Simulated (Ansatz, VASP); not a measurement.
In: VASP beside Ansatz

INCAR

```
SYSTEM = In
ALGO     = Normal         ! electronic algorithm
EDIFF    = 1E-8           ! SCF threshold, eV
ENCUT    = 520            ! plane-wave cutoff, eV
GGA      = PE             ! functional
ISIF     = 2              ! what is computed and relaxed
ISMEAR   = -1             ! smearing method
LASPH    = .TRUE.         ! aspherical terms in the spheres
LCHARG   = .FALSE.        ! write CHGCAR
LEFG     = .TRUE.       
LREAL    = .FALSE.        ! projectors in reciprocal space
LWAVE    = .FALSE.        ! write WAVECAR
NBANDS   = 26             ! bands
NELM     = 80             ! most SCF steps
PREC     = Accurate       ! precision mode
SIGMA    = 0.05           ! smearing width, eV
```

The input KPOINTS:

```
k-points
0
G
  14 14 14
  0 0 0
```

The input POSCAR:

```
In
1.0
    1.6529404484      0.9543256128      8.2074632500
   -1.6529404484      0.9543256128      8.2074632500
    0.0000000000     -1.9086512257      8.2074632500
In
3
Direct
    0.0000000000      0.0000000000      0.0000000000
    0.7780122400      0.7780122400      0.7780122400
    0.2219877600      0.2219877600      0.2219877600
```

Input for Ansatz:

```yaml
crystal:
  lattice:
    - [1.6529404484, 0.9543256128, 8.20746325]
    - [-1.6529404484, 0.9543256128, 8.20746325]
    - [0.0, -1.9086512257, 8.20746325]
  atoms:
    - { symbol: In, position: [0.0, 0.0, 0.0] }
    - { symbol: In, position: [0.77801224, 0.77801224, 0.77801224] }
    - { symbol: In, position: [0.22198776, 0.22198776, 0.22198776] }
kpoints:
  mp_grid: { grid: [14, 14, 14] }
scf:
  occupations: { method: fermi_dirac, width: 0.05 }
hamiltonian:
  xc: pbe
  pseudopotentials: { kind: paw }
output:
  forces: true
  stress: true
  eigenvalues: true
  efg: { contact_densities: true }
```

Change from the starting cell: equal xx and yy strain of -1 %, PAW files.

Alike in both runs: task electric field gradients; functional PBE; k mesh 14 × 14 × 14; occupations fermi-dirac, width 0.05 eV; no spin polarisation.

```csv
,VASP,Ansatz
version,VASP 6.6.1,Ansatz 0.2.0
potentials or method,"VASP PAW PBE potentials, release 64 (In_d)","PAW with Ansatz's default frozen-core files, scalar-relativistic"
plane-wave cutoff (eV),520,420
valence electrons in the cell,39,39
```

|  | VASP | Ansatz | Ansatz less VASP |
| --- | --- | --- | --- |
| pressure (GPa) | 2.6 | 2.6 | +0.03 |
| traceless stress, the component that is largest in VASP (GPa) | 0.19 | 0.19 | 0.000 |
| rms of the force components (eV/Å) | 0.011 | 0.011 | -0.0002 |
| size of Vzz on the site where it differs most (V/Å²) | 2.6 | 3.1 | +0.42 |

Atom by atom the forces differ by 0.000 eV/Å (rms over components).
